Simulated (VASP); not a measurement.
# Si in VASP: further runs

Si is run at these levels: PBE; tasks: single point.

All numbers are computed with VASP 6.6.1; they aren't measurements. Logs are shortened: lines on timing, memory, paths and dates and some standing lists are left out, and cuts for length are marked.

### Step 1. The cell of the first run

The cell holds a sheet with vacuum, 3 atoms: a = 2.493 Å, b = 2.493 Å, c = 32.033 Å, α = 90.00°, β = 90.00°, γ = 90.00°.

The cell was generated, and may not be a known phase.

### Step 2. Single point, PBE

The input, INCAR:

```
SYSTEM = Si
PREC = Accurate ; ENCUT = 520
EDIFF = 1E-7 ; ISMEAR = 0
SIGMA = 0.1 ; LREAL = .FALSE.
LASPH = .TRUE. ; NELM = 100
ALGO = Normal ; ISIF = 2
LWAVE = .FALSE. ; LCHARG = .FALSE.
LDIPOL = .TRUE. ; IDIPOL = 3
DIPOL = 0.5 0.5 0.293 ; GGA = PE
NBANDS = 13
```

The input, KPOINTS:

```
regular mesh
0
G
  6 6 1
  0 0 0
```

The input, POSCAR:

```
Si
1.0
    2.4931157879      0.0000000000      0.0000000000
    0.0000000000      2.4931157879      0.0000000000
    0.0000000000      0.0000000000     32.0331605600
Si
3
Direct
    0.5000000000      0.5000000000      0.3709775301
    0.5000000000      0.5000000000      0.2932615646
    0.5000000000      0.5000000000      0.2155464805
```

Potentials or basis: VASP PAW PBE potentials, release 64 (Si).

Started as:

```console
$ cat potpaw_PBE.64/Si/POTCAR > POTCAR
$ mpirun -np 1 vasp_std > vasp.out
```

OUTCAR:

```text
SYSTEM = Si
   PREC = Accurate
   ENCUT = 520
   EDIFF = 1E-7
   ISMEAR = 0
   LREAL = .FALSE.
   LASPH = .TRUE.
   NELM = 100
   ISIF = 2
   GGA = PE

 ion  position               nearest neighbor table
   1  0.500  0.500  0.371-   2 2.49
   2  0.500  0.500  0.293-   3 2.49   1 2.49
   3  0.500  0.500  0.216-   2 2.49

  LATTYP: Found a simple tetragonal cell.
 ALAT       =     2.4931157879
 C/A-ratio  =    12.8486453439

  Lattice vectors:

 A1 = (   2.4931157879,   0.0000000000,   0.0000000000)
 A2 = (   0.0000000000,   2.4931157879,   0.0000000000)
 A3 = (   0.0000000000,   0.0000000000,  32.0331605600)

Analysis of symmetry for initial positions (statically):
=====================================================================
 Subroutine PRICEL returns:
 Original cell was already a primitive cell.

 Routine SETGRP: Setting up the symmetry group for a
 simple tetragonal supercell.

 Subroutine GETGRP returns: Found 16 space group operations
 (whereof  8 operations were pure point group operations)
 out of a pool of 16 trial point group operations.

The static configuration has the point symmetry C_4v.
 The point group associated with its full space group is D_4h.

Analysis of symmetry for dynamics (positions and initial velocities):
=====================================================================
 Subroutine PRICEL returns:
 Original cell was already a primitive cell.

 Routine SETGRP: Setting up the symmetry group for a
 simple tetragonal supercell.

 Subroutine GETGRP returns: Found 16 space group operations
 (whereof  8 operations were pure point group operations)
 out of a pool of 16 trial point group operations.

The dynamic configuration has the point symmetry C_4v.
 The point group associated with its full space group is D_4h.

 Subroutine INISYM returns: Found 16 space group operations
 (whereof  8 operations are pure point group operations),
 and found     1 'primitive' translations

----------------------------------------------------------------------------------------

                                     Primitive cell

  volume of cell :     199.1062

  direct lattice vectors                    reciprocal lattice vectors
     2.493115788  0.000000000  0.000000000     0.401104515  0.000000000  0.000000000
     0.000000000  2.493115788  0.000000000     0.000000000  0.401104515  0.000000000
     0.000000000  0.000000000 32.033160560     0.000000000  0.000000000  0.031217650

  length of vectors
     2.493115788  2.493115788 32.033160560     0.401104515  0.401104515  0.031217650

  position of ions in fractional coordinates (direct lattice)
     0.500000000  0.500000000  0.370977530
     0.500000000  0.500000000  0.293261565
     0.500000000  0.500000000  0.215546481

  ion indices of the primitive-cell ions
   primitive index   ion index
                 1           1
                 2           2
                 3           3

----------------------------------------------------------------------------------------

 KPOINTS: regular mesh

Automatic generation of k-mesh.
 Grid dimensions read from file:
 generate k-points for:    6    6    1

 Generating k-lattice:

  Cartesian coordinates                     Fractional coordinates (reciprocal lattice)
     0.066850753  0.000000000  0.000000000     0.166666667  0.000000000  0.000000000
     0.000000000  0.066850753  0.000000000     0.000000000  0.166666667  0.000000000
     0.000000000  0.000000000  0.031217650     0.000000000  0.000000000  1.000000000

  Length of vectors
     0.066850753  0.066850753  0.031217650

  Shift w.r.t. Gamma in fractional coordinates (k-lattice)
     0.000000000  0.000000000  0.000000000

 Subroutine IBZKPT returns following result:
 ===========================================

 Found     10 irreducible k-points:

 Following reciprocal coordinates:
            Coordinates               Weight
  0.000000  0.000000  0.000000      1.000000
  0.166667  0.000000  0.000000      4.000000
  0.333333  0.000000  0.000000      4.000000
  0.500000  0.000000  0.000000      2.000000
  0.166667  0.166667  0.000000      4.000000
  0.333333  0.166667  0.000000      8.000000
  0.500000  0.166667  0.000000      4.000000
  0.333333  0.333333  0.000000      4.000000
  0.500000  0.333333  0.000000      4.000000
  0.500000  0.500000  0.000000      1.000000
   k-points           NKPTS =     10   k-points in BZ     NKDIM =     10   number of bands    NBANDS=     13
   number of dos      NEDOS =    301   number of ions     NIONS =      3
   total plane-waves  NPLWV =  96000
   dimension x,y,z NGX =    20 NGY =   20 NGZ =  240
   dimension x,y,z NGXF=    40 NGYF=   40 NGZF=  480
   ions per type =               3
   NGX,Y,Z   is equivalent  to a cutoff of  13.34, 13.34, 12.46 a.u.
   NGXF,Y,Z  is equivalent  to a cutoff of  26.67, 26.67, 24.91 a.u.
 SYSTEM =  Si
   PREC   = accura    normal or accurate (medium, high low for compatibility)
   ISTART =      0    job   : 0-new  1-cont  2-samecut
   ICHARG =      2    charge: 1-file 2-atom 10-const
   ISPIN  =      1    spin polarized calculation?
   LNONCOLLINEAR =      F non collinear calculations
   LSORBIT =      F    spin-orbit coupling
   LASPH  =      T    aspherical Exc in radial PAW
   ENCUT  =  520.0 eV  38.22 Ry    6.18 a.u.   4.64  4.64 59.56*2*pi/ulx,y,z
   NELM   =    100;   NELMIN=  2; NELMDL= -5     # of ELM steps
   EDIFF  = 0.1E-06   stopping-criterion for ELM
   LREAL  =      F    real-space projection
   EDIFFG = 0.1E-05   stopping-criterion for IOM
   NSW    =      0    number of steps for IOM
   IBRION =     -1    ionic relax: 0-MD 1-quasi-New 2-CG
   NFREE  =      0    steps in history (QN), initial steepest desc. (CG)
   ISIF   =      2    stress and relaxation
   ISYM   =      2    0-nonsym 1-usesym 2-fastsym
   POTIM  = 0.5000    time-step for ionic-motion
   TEBEG  =    0.0;   TEEND  =   0.0 temperature during run
   PSTRESS=    0.0 pullay stress
   NELECT =      12.0000    total number of electrons
   NUPDOWN=      -1.0000    fix difference up-down
   EMIN   =  10.00;   EMAX   =-10.00  energy-range for DOS
   EFERMI =   0.00;   METHOD = LEGACY
   ISMEAR =     0;   SIGMA  =   0.10  broadening in eV -4-tet -1-fermi 0-gaus
   EFERMI_NEDOS =   21; number of points for ismear=-14 and -15
   IALGO  =     38    algorithm
   IMIX   =      4    mixing-type and parameters
     AMIX     =   0.40;   BMIX     =  1.00
     AMIX_MAG =   1.60;   BMIX_MAG =  1.00
  volume/ion in A,a.u.               =      66.37       447.88
  Fermi-wavevector in a.u.,A,eV,Ry     =   0.641860  1.212940  5.605387  0.411984
  Thomas-Fermi vector in A             =   1.708339
   LORBIT       =      0    0 simple, 1 ext, 2 COOP (PROOUT), +10 PAW based schemes
   GGA     = PE    functional components
   LHFCALC =     F    Hartree Fock is set to
   AEXX    =    0.0000 exact exchange contribution
   IVDW    =     0    specifies the selected vdW correction
   LEPSILON=     F    determine dielectric tensor
   LRPA    =     F    only Hartree local field effects (RPA)
 non-spin polarized calculation
 Gauss-broadening in eV      SIGMA  =   0.10
  energy-cutoff  :      520.00
  volume of cell :      199.11
 maximum number of plane-waves:      5467
 NGX is ok and might be reduce to    20
   NGX =  9   NGY =  9   NGZ =119

 dipolmoment           0.000000      0.000000     -0.000070 electrons x Angstroem

 number of electron      12.0000001 magnetization

 dipolmoment           0.000000      0.000000      0.000060 electrons x Angstroem

 Free energy of the ion-electron system (eV)
  ---------------------------------------------------
  ext. energy  EPLUGINS =         0.00000000
  ---------------------------------------------------
  free energy    TOTEN  =       -14.79831416 eV

  energy without entropy =      -14.78710681  energy(sigma->0) =      -14.79271049

 E-fermi :  -1.4429     XC(G=0):  -3.0495

 val. band max:       -1.4943663039   @ k =   0.3333   0.0000   0.0000
 cond. band min:      -1.3975527816   @ k =   0.5000   0.5000   0.0000
 fundamental gap:      0.0968135222
 Fermi energy:        -1.4428643991

 k-point     1 :       0.0000    0.0000    0.0000
  band No.  band energies     occupation
      1     -14.4991      2.00000
      2     -12.9576      2.00000
      3     -11.0869      2.00000
      4      -6.6211      2.00000
      5      -3.2261      2.00000
      6       0.4359      0.00000
      7       2.5106      0.00000
      8       3.1027      0.00000
      9       3.1950      0.00000
     10       3.7608      0.00000
     11       3.9209      0.00000
     12       4.9288      0.00000
     13       5.0328      0.00000

 k-point     2 :       0.1667    0.0000    0.0000
  band No.  band energies     occupation
      1     -13.8648      2.00000
      2     -12.3246      2.00000
      3     -10.4511      2.00000
      4      -6.0365      2.00000
      5      -2.6579      2.00000
      6       0.9178      0.00000
      7       0.9204      0.00000
      8       2.5285      0.00000
      9       3.2236      0.00000
     10       3.7742      0.00000
     11       3.7792      0.00000
     12       3.8707      0.00000
     13       4.4300      0.00000
[... 97 lines left out ...]
 k-point     9 :       0.5000    0.3333    0.0000
  band No.  band energies     occupation
      1      -7.1702      2.00000
      2      -5.6114      2.00000
      3      -5.5842      2.00000
      4      -4.2469      2.00000
      5      -3.4682      2.00000
      6      -2.9047      2.00000
      7      -0.6664      0.00000
      8      -0.1811      0.00000
      9       2.0125      0.00000
     10       2.7777      0.00000
     11       3.1363      0.00000
     12       3.4439      0.00000
     13       4.4522      0.00000

 k-point    10 :       0.5000    0.5000    0.0000
  band No.  band energies     occupation
      1      -4.2703      2.00000
      2      -4.0094      2.00000
      3      -4.0094      2.00000
      4      -2.7106      2.00000
      5      -2.6944      2.00000
      6      -2.6944      2.00000
      7      -1.3976      0.52165
      8      -1.3976      0.52165
      9       0.3148      0.00000
     10       0.6427      0.00000
     11       1.6620      0.00000
     12       1.9078      0.00000
     13       2.9967      0.00000

------------------------ aborting loop because EDIFF is reached ----------------------------------------

 vacuum level on the upper side and lower side of the slab       (xc-potential included)        -0.008        -0.010

  FORCE on cell =-STRESS in cart. coord.  units (eV):
  Direction    XX          YY          ZZ          XY          YZ          ZX
  --------------------------------------------------------------------------------------
  -------------------------------------------------------------------------------------
  Total        0.0299844      0.0299844     -0.0530634      0.0000000      0.0000000      0.0000000
  in kB        0.2412796      0.2412796     -0.4269931      0.0000000      0.0000000      0.0000000
  external PRESSURE =       0.0185220 kB  Pullay stress =       0.0000000 kB

 VOLUME and BASIS-vectors are now :
 -----------------------------------------------------------------------------
  energy-cutoff  :      520.00
  volume of cell :      199.11
      direct lattice vectors                 reciprocal lattice vectors
     2.493115788  0.000000000  0.000000000     0.401104515  0.000000000  0.000000000
     0.000000000  2.493115788  0.000000000     0.000000000  0.401104515  0.000000000
     0.000000000  0.000000000 32.033160560     0.000000000  0.000000000  0.031217650

 POSITION                                       TOTAL-FORCE (eV/Angst)
 -----------------------------------------------------------------------------------
      1.24656      1.24656     11.88358         0.000000      0.000000     -0.009336
      1.24656      1.24656      9.39409         0.000000      0.000000      0.000000
      1.24656      1.24656      6.90464         0.000000     -0.000000      0.009336
 -----------------------------------------------------------------------------------
    total drift:                                0.000000      0.000000      0.003260

  FREE ENERGIE OF THE ION-ELECTRON SYSTEM (eV)
  ---------------------------------------------------
  free  energy   TOTEN  =       -14.7983141641 eV

  energy  without entropy=      -14.7871068142  energy(sigma->0) =      -14.79271049

 vacuum level on the upper side and lower side of the slab         3.108         3.106
```

It took 34 s on 1 thread of Intel Xeon 6975P-C (Granite Rapids), shared host; peak memory 0.28 GiB.

Results:

```yaml
Free_energy: -14.7983 eV
Largest_force: 0.009 eV/Å
Band_gap_on_the_k_mesh: zero (bands 6 and 7 overlap by 3.45 eV)
```

Forces on the atoms (eV/Å):
```
Si   0.000  0.000 -0.009
Si   0.000  0.000  0.000
Si   0.000  0.000  0.009
```

Caveat: the k points lie up to 0.42 Å⁻¹ apart, too coarse for converged energies and pressures of a metal.

### Step 3. Single point, PBE

The input, INCAR:

```
SYSTEM = Si
  ALGO = Normal
  DIPOL = 0.5 0.5 0.293
  EDIFF = 1E-6
  ENCUT = 520
  GGA = PE
  IDIPOL = 3
  ISIF = 2
  ISMEAR = 0
  LASPH = .True.
  LCHARG = .True.
  LDIPOL = .True.
  LELF = .True.
  LREAL = .False.
  LVACPOTAV = .True.
  LVHAR = .True.
  LWAVE = .False.
  NBANDS = 13
  NELM = 100
  PREC = Accurate
  SIGMA = 0.1
```

The input, KPOINTS:

```
k-points
0
Gamma
  18 18 1
  0 0 0
```

POSCAR is that of step 2.

Potentials or basis: VASP PAW PBE potentials, release 64 (Si).

Started as:

```console
$ cat potpaw_PBE.64/Si/POTCAR > POTCAR
$ mpirun -np 1 vasp_std > vasp.out
```

It took 2 min on 1 thread of Intel Xeon 6975P-C (Granite Rapids), shared host; peak memory 0.35 GiB.

It converged, with:

| Property | Result |
| --- | --- |
| Free energy | -14.7368 eV |
| Largest force | 0.071 eV/Å |
| Band gap on the k mesh | zero (bands 6 and 7 overlap by 3.93 eV) |

Forces on the atoms (eV/Å):
```
Si   0.000  0.000  0.071
Si   0.000  0.000  0.000
Si   0.000  0.000 -0.071
```

Levels at points of the mesh, in eV from the Fermi level:
```
           k point  band 4  band 5  band 6  band 7  band 8  band 9
(0.00, 0.00, 0.00)   -5.16   -1.80    1.87    3.92    4.51    4.57
(0.50, 0.00, 0.00)   -5.09   -4.41   -3.59   -1.08    2.53    2.63
(0.50, 0.50, 0.00)   -1.33   -1.33   -1.27    0.08    0.08    1.84
```

### Step 4. Single point, PBE

This run uses another cell than the first one.

The input, INCAR:

```
  PREC = Accurate
  ENCUT = 520
  EDIFF = 1E-7
  ISMEAR = 0
  SIGMA = 0.1
  LREAL = F
  LASPH = T
  NELM = 100
  ALGO = Normal
  ISIF = 2
  LWAVE = F
  LCHARG = F
  LDIPOL = T
  IDIPOL = 3
  DIPOL = 0.5 0.5 0.278
  GGA = PE
  NBANDS = 13
```

The input, KPOINTS:

```
Automatic mesh
0
Gamma
  18 18 1
```

The input, POSCAR:

```
Si
1.0
    2.5003001656      0.0000000000      0.0000000000
    0.0000000000      2.5003001656      0.0000000000
    0.0000000000      0.0000000000     33.7578955357
Si
3
Direct
    0.5000000000      0.5000000000      0.3524889547
    0.5000000000      0.5000000000      0.2782787270
    0.5000000000      0.5000000000      0.2040684993
```

Started as:

```console
$ cat potpaw_PBE.64/Si/POTCAR > POTCAR
$ mpirun -np 1 vasp_std > vasp.out
```

It took 3.2 min on 1 thread of Intel Xeon 6975P-C (Granite Rapids), shared host; peak memory 0.35 GiB.

The run converged. Its results:

* Free energy: -14.7387 eV
* Band gap on the k mesh: zero (bands 6 and 7 overlap by 3.93 eV)

Levels at points of the mesh, in eV from the Fermi level:
```tsv
k point	band 2	band 3	band 4	band 5	band 6	band 7	band 8	band 9	band 10	band 11
(0.00, 0.00, 0.00)	-11.50	-9.59	-5.11	-1.79	1.86	3.93	4.50	4.58	5.07	5.23
(0.50, 0.00, 0.00)	-6.65	-6.20	-5.03	-4.43	-3.57	-1.06	2.49	2.66	5.49	6.40
(0.50, 0.50, 0.00)	-2.43	-2.43	-1.31	-1.31	-1.27	0.06	0.06	1.90	1.98	3.06
```

### Step 5. The runs side by side

| cell | k mesh | gap on the mesh (eV) | largest force (eV/Å) |
| --- | --- | --- | --- |
| a = 2.493, b = 2.493, c = 32.033 Å, 3 atoms, atomic positions A | 6 × 6 × 1 | none | 0.01 |
| a = 2.493, b = 2.493, c = 32.033 Å, 3 atoms, atomic positions A | 18 × 18 × 1 | none | 0.07 |
| a = 2.500, b = 2.500, c = 33.758 Å, 3 atoms, atomic positions B | 18 × 18 × 1 | none | - |

Alike in all rows: task single point; level PBE; potentials or basis VASP PAW PBE potentials, release 64 (Si); no spin polarisation; cutoff (eV) 520; smearing gaussian 0.1 eV.

Caveats: some runs use coarse meshes.

Absolute energies hang on the potentials; compare differences alone.

The gap in the log of VASP goes by the Fermi energy; the results here count the filled bands.